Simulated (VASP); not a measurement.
# CdSiN2 (P-4m2) in VASP: notebook

The runs below take CdSiN2 through single point, with PBE, r2SCAN.

Everything below comes from runs of VASP 6.6.1. Logs are shortened: lines on timing, memory, paths and dates and some standing lists are left out, and cuts for length are marked.

### Step 1. The cell of the first run

Symmetry: P-4m2, No. 115, tetragonal system. The conventional cell has a = 3.148 Å, b = 3.148 Å, c = 5.110 Å, α = 90.00°, β = 90.00°, γ = 90.00°. Within 3.0 Å of Cd (site symmetry -4m2) lie 4 N at 2.28 Å. N (site symmetry 2mm) has 2 Si at 1.82 Å and 2 Cd at 2.28 Å within 2.4 Å. Si (site symmetry -4m2) has 4 N at 1.82 Å within 2.4 Å.

### Step 2. Single point, PBE (biaxial xy strain +3.8%)

Contents of INCAR:

```
SYSTEM = CdSiN2
PREC = Accurate
ENCUT = 600
EDIFF = 1E-6
ISMEAR = -1
SIGMA = 0.02
LREAL = .False.
LASPH = .True.
NELM = 120
ALGO = Normal
ISIF = 2
LWAVE = .False.
LCHARG = .False.
GGA = PE
NBANDS = 25
GGA_COMPAT = .False.
```

Contents of KPOINTS:

```
regular mesh
0
Gamma
  8 8 6
  0 0 0
```

Contents of POSCAR:

```
CdSiN2
1.0
    3.1480664100      0.0000000000      0.0000000000
    0.0000000000      3.1480664100      0.0000000000
    0.0000000000      0.0000000000      5.1102333328
Cd N Si
1 2 1
Direct
    0.0000000000      0.0000000000      0.0000000000
    0.0000000000      0.5000000000      0.3225100448
    0.5000000000      0.0000000000      0.6774899552
    0.5000000000      0.5000000000      0.5000000000
```

Potentials or basis: VASP PAW PBE potentials, release 64 (Cd_sv_GW, N, Si).

On the command line:

```console
> cat potpaw_PBE.64/Cd_sv_GW/POTCAR potpaw_PBE.64/N/POTCAR potpaw_PBE.64/Si/POTCAR > POTCAR
> mpirun -np 1 vasp_std > vasp.out
```

OUTCAR:

```text
SYSTEM = CdSiN2
   PREC = Accurate
   ENCUT = 600
   EDIFF = 1E-6
   ISMEAR = -1
   LREAL = .False.
   LASPH = .True.
   NELM = 120
   ISIF = 2
   GGA = PE

 ion  position               nearest neighbor table
   1  0.000  0.000  0.000-
   2  0.000  0.500  0.323-   4 1.82   4 1.82
   3  0.500  0.000  0.677-   4 1.82   4 1.82
   4  0.500  0.500  0.500-   2 1.82   3 1.82   3 1.82   2 1.82

  LATTYP: Found a simple tetragonal cell.
 ALAT       =     3.1480664100
 C/A-ratio  =     1.6232927350

  Lattice vectors:

 A1 = (   3.1480664100,   0.0000000000,   0.0000000000)
 A2 = (   0.0000000000,   3.1480664100,   0.0000000000)
 A3 = (   0.0000000000,   0.0000000000,   5.1102333328)

Analysis of symmetry for initial positions (statically):
=====================================================================
 Subroutine PRICEL returns:
 Original cell was already a primitive cell.

 Routine SETGRP: Setting up the symmetry group for a
 simple tetragonal supercell.

 Subroutine GETGRP returns: Found  8 space group operations
 (whereof  8 operations were pure point group operations)
 out of a pool of 16 trial point group operations.

The static configuration has the point symmetry D_2d.

Analysis of symmetry for dynamics (positions and initial velocities):
=====================================================================
 Subroutine PRICEL returns:
 Original cell was already a primitive cell.

 Routine SETGRP: Setting up the symmetry group for a
 simple tetragonal supercell.

 Subroutine GETGRP returns: Found  8 space group operations
 (whereof  8 operations were pure point group operations)
 out of a pool of 16 trial point group operations.

The dynamic configuration has the point symmetry D_2d.

 Subroutine INISYM returns: Found  8 space group operations
 (whereof  8 operations are pure point group operations),
 and found     1 'primitive' translations

----------------------------------------------------------------------------------------

                                     Primitive cell

  volume of cell :      50.6441

  direct lattice vectors                    reciprocal lattice vectors
     3.148066410  0.000000000  0.000000000     0.317655306  0.000000000  0.000000000
     0.000000000  3.148066410  0.000000000     0.000000000  0.317655306  0.000000000
     0.000000000  0.000000000  5.110233333     0.000000000  0.000000000  0.195685781

  length of vectors
     3.148066410  3.148066410  5.110233333     0.317655306  0.317655306  0.195685781

  position of ions in fractional coordinates (direct lattice)
     0.000000000  0.000000000  0.000000000
     0.000000000  0.500000000  0.322510045
     0.500000000  0.000000000  0.677489955
     0.500000000  0.500000000  0.500000000

  ion indices of the primitive-cell ions
   primitive index   ion index
                 1           1
                 2           2
                 3           3
                 4           4

----------------------------------------------------------------------------------------

 KPOINTS: regular mesh

Automatic generation of k-mesh.
 Grid dimensions read from file:
 generate k-points for:    8    8    6

 Generating k-lattice:

  Cartesian coordinates                     Fractional coordinates (reciprocal lattice)
     0.039706913  0.000000000  0.000000000     0.125000000  0.000000000  0.000000000
     0.000000000  0.039706913  0.000000000     0.000000000  0.125000000  0.000000000
     0.000000000  0.000000000  0.032614297     0.000000000  0.000000000  0.166666667

  Length of vectors
     0.039706913  0.039706913  0.032614297

  Shift w.r.t. Gamma in fractional coordinates (k-lattice)
     0.000000000  0.000000000  0.000000000

 Subroutine IBZKPT returns following result:
 ===========================================

 Found     60 irreducible k-points:

 Following reciprocal coordinates:
            Coordinates               Weight
  0.000000  0.000000  0.000000      1.000000
  0.125000  0.000000  0.000000      4.000000
  0.250000  0.000000  0.000000      4.000000
  0.375000  0.000000  0.000000      4.000000
  0.500000  0.000000  0.000000      2.000000
  0.125000  0.125000  0.000000      4.000000
[... 16 lines left out ...]
  0.375000  0.125000  0.166667     16.000000
  0.500000  0.125000  0.166667      8.000000
 [... further k-points ...]
   k-points           NKPTS =     60   k-points in BZ     NKDIM =     60   number of bands    NBANDS=     25
   number of dos      NEDOS =    301   number of ions     NIONS =      4
   total plane-waves  NPLWV =  32928
   dimension x,y,z NGX =    28 NGY =   28 NGZ =   42
   dimension x,y,z NGXF=    56 NGYF=   56 NGZF=   84
   ions per type =               1   2   1
   NGX,Y,Z   is equivalent  to a cutoff of  14.79, 14.79, 13.66 a.u.
   NGXF,Y,Z  is equivalent  to a cutoff of  29.57, 29.57, 27.33 a.u.
 SYSTEM =  CdSiN2
   PREC   = accura    normal or accurate (medium, high low for compatibility)
   ISTART =      0    job   : 0-new  1-cont  2-samecut
   ICHARG =      2    charge: 1-file 2-atom 10-const
   ISPIN  =      1    spin polarized calculation?
   LNONCOLLINEAR =      F non collinear calculations
   LSORBIT =      F    spin-orbit coupling
   LASPH  =      T    aspherical Exc in radial PAW
   ENCUT  =  600.0 eV  44.10 Ry    6.64 a.u.   6.29  6.29 10.21*2*pi/ulx,y,z
   NELM   =    120;   NELMIN=  2; NELMDL= -5     # of ELM steps
   EDIFF  = 0.1E-05   stopping-criterion for ELM
   LREAL  =      F    real-space projection
   EDIFFG = 0.1E-04   stopping-criterion for IOM
   NSW    =      0    number of steps for IOM
   IBRION =     -1    ionic relax: 0-MD 1-quasi-New 2-CG
   NFREE  =      0    steps in history (QN), initial steepest desc. (CG)
   ISIF   =      2    stress and relaxation
   ISYM   =      2    0-nonsym 1-usesym 2-fastsym
   POTIM  = 0.5000    time-step for ionic-motion
   TEBEG  =    0.0;   TEEND  =   0.0 temperature during run
   PSTRESS=    0.0 pullay stress
   NELECT =      34.0000    total number of electrons
   NUPDOWN=      -1.0000    fix difference up-down
   EMIN   =  10.00;   EMAX   =-10.00  energy-range for DOS
   EFERMI =   0.00;   METHOD = LEGACY
   ISMEAR =    -1;   SIGMA  =   0.02  broadening in eV -4-tet -1-fermi 0-gaus
   EFERMI_NEDOS =   21; number of points for ismear=-14 and -15
   IALGO  =     38    algorithm
   IMIX   =      4    mixing-type and parameters
     AMIX     =   0.40;   BMIX     =  1.00
     AMIX_MAG =   1.60;   BMIX_MAG =  1.00
  volume/ion in A,a.u.               =      12.66        85.44
  Fermi-wavevector in a.u.,A,eV,Ry     =   1.433480  2.708884 27.958134  2.054865
  Thomas-Fermi vector in A             =   2.552994
   LORBIT       =      0    0 simple, 1 ext, 2 COOP (PROOUT), +10 PAW based schemes
   GGA     = PE    functional components
   LHFCALC =     F    Hartree Fock is set to
   AEXX    =    0.0000 exact exchange contribution
   IVDW    =     0    specifies the selected vdW correction
   LEPSILON=     F    determine dielectric tensor
   LRPA    =     F    only Hartree local field effects (RPA)
 non-spin polarized calculation
  energy-cutoff  :      600.00
  volume of cell :       50.64
 maximum number of plane-waves:      1716
 NGX is ok and might be reduce to    28
   NGX = 13   NGY = 13   NGZ = 21

 number of electron      33.9999988 magnetization

 Free energy of the ion-electron system (eV)
  ---------------------------------------------------
  ext. energy  EPLUGINS =         0.00000000
  ---------------------------------------------------
  free energy    TOTEN  =       -24.34647416 eV

  energy without entropy =      -24.34647416  energy(sigma->0) =      -24.34647416

 E-fermi :   6.4163     XC(G=0): -11.1722

 val. band max:        5.9847565450   @ k =   0.0000   0.0000   0.0000
 cond. band min:       6.8012607934   @ k =   0.0000   0.0000   0.0000
 fundamental gap:      0.8165042483
 Fermi energy:         6.4162939517

 k-point     1 :       0.0000    0.0000    0.0000
  band No.  band energies     occupation
      1     -95.4725      2.00000
      2     -56.5843      2.00000
      3     -56.5843      2.00000
      4     -56.4362      2.00000
      5     -10.4049      2.00000
      6      -7.5783      2.00000
[... 17 lines left out ...]
     24      16.8226      0.00000
     25      18.7809      0.00000

 k-point     2 :       0.1250    0.0000    0.0000
  band No.  band energies     occupation
      1     -95.4723      2.00000
      2     -56.5870      2.00000
      3     -56.5842      2.00000
      4     -56.4360      2.00000
      5     -10.2581      2.00000
      6      -7.5854      2.00000
[... 17 lines left out ...]
     24      16.8711      0.00000
     25      18.5806      0.00000

 k-point     3 :       0.2500    0.0000    0.0000
  band No.  band energies     occupation
      1     -95.4720      2.00000
      2     -56.5933      2.00000
      3     -56.5838      2.00000
      4     -56.4355      2.00000
      5      -9.8412      2.00000
      6      -7.6546      2.00000
[... 17 lines left out ...]
     24      16.6045      0.00000
     25      18.9424      0.00000

 k-point     4 :       0.3750    0.0000    0.0000
  band No.  band energies     occupation
      1     -95.4717      2.00000
      2     -56.5998      2.00000
      3     -56.5833      2.00000
      4     -56.4349      2.00000
      5      -9.2422      2.00000
      6      -7.8948      2.00000
[... 17 lines left out ...]
     24      16.2668      0.00000
     25      19.6263      0.00000
[... 477 lines left out ...]
 k-point    22 :       0.2500    0.1250    0.1667
  band No.  band energies     occupation
      1     -95.4719      2.00000
      2     -56.5931      2.00000
      3     -56.5864      2.00000
      4     -56.4353      2.00000
      5      -9.6724      2.00000
      6      -7.6794      2.00000
[... 17 lines left out ...]
     24      16.6724      0.00000
     25      17.7449      0.00000

 k-point    23 :       0.3750    0.1250    0.1667
  band No.  band energies     occupation
      1     -95.4716      2.00000
      2     -56.5995      2.00000
      3     -56.5859      2.00000
      4     -56.4347      2.00000
      5      -9.0985      2.00000
      6      -7.8625      2.00000
[... 17 lines left out ...]
     24      17.0597      0.00000
     25      18.1813      0.00000

 k-point    24 :       0.5000    0.1250    0.1667
  band No.  band energies     occupation
      1     -95.4715      2.00000
      2     -56.6022      2.00000
      3     -56.5857      2.00000
      4     -56.4345      2.00000
      5      -8.6715      2.00000
      6      -8.1247      2.00000
[... 17 lines left out ...]
     24      16.8636      0.00000
     25      18.9549      0.00000

 [... further k-points ...]
[... 5 lines left out ...]
  --------------------------------------------------------------------------------------
  -------------------------------------------------------------------------------------
  Total       -3.0203828     -3.0203828     -1.6170272      0.0000000      0.0000000      0.0000000
  in kB      -95.5529432    -95.5529432    -51.1563317      0.0000000      0.0000000      0.0000000
  external PRESSURE =     -80.7540727 kB  Pullay stress =       0.0000000 kB

 VOLUME and BASIS-vectors are now :
 -----------------------------------------------------------------------------
  energy-cutoff  :      600.00
  volume of cell :       50.64
      direct lattice vectors                 reciprocal lattice vectors
     3.148066410  0.000000000  0.000000000     0.317655306  0.000000000  0.000000000
     0.000000000  3.148066410  0.000000000     0.000000000  0.317655306  0.000000000
     0.000000000  0.000000000  5.110233333     0.000000000  0.000000000  0.195685781

 POSITION                                       TOTAL-FORCE (eV/Angst)
 -----------------------------------------------------------------------------------
      0.00000      0.00000      0.00000         0.000000     -0.000000      0.000000
      0.00000      1.57403      1.64810        -0.000000     -0.000000     -0.057881
      1.57403      0.00000      3.46213        -0.000000     -0.000000      0.057881
      1.57403      1.57403      2.55512        -0.000000      0.000000      0.000000
 -----------------------------------------------------------------------------------
    total drift:                               -0.000000     -0.000000      0.000000

  FREE ENERGIE OF THE ION-ELECTRON SYSTEM (eV)
  ---------------------------------------------------
  free  energy   TOTEN  =       -24.3464741586 eV

  energy  without entropy=      -24.3464741586  energy(sigma->0) =      -24.34647416
```

Run time: 78 s. Hardware: 1 thread of Intel Xeon Platinum 8259CL at 2.50GHz (Skylake/Cascade Lake), shared host; peak memory 0.25 GiB.

Results:

```yaml
Free_energy: -24.3465 eV
Pressure: -8.1 GPa
Largest_force: 0.058 eV/Å
Band_gap_on_the_k_mesh: 0.82 eV
```

Forces in eV/Å, atoms in the order of the input:
```
Cd   0.000  0.000  0.000
N    0.000  0.000 -0.058
N    0.000  0.000  0.058
Si   0.000  0.000  0.000
```

Caveat: the cell differs from its parent crystal (biaxial xy strain +3.8%); the cell stands under tension. A k mesh can miss the band edges.

(Part 1 of 2 ends here.)
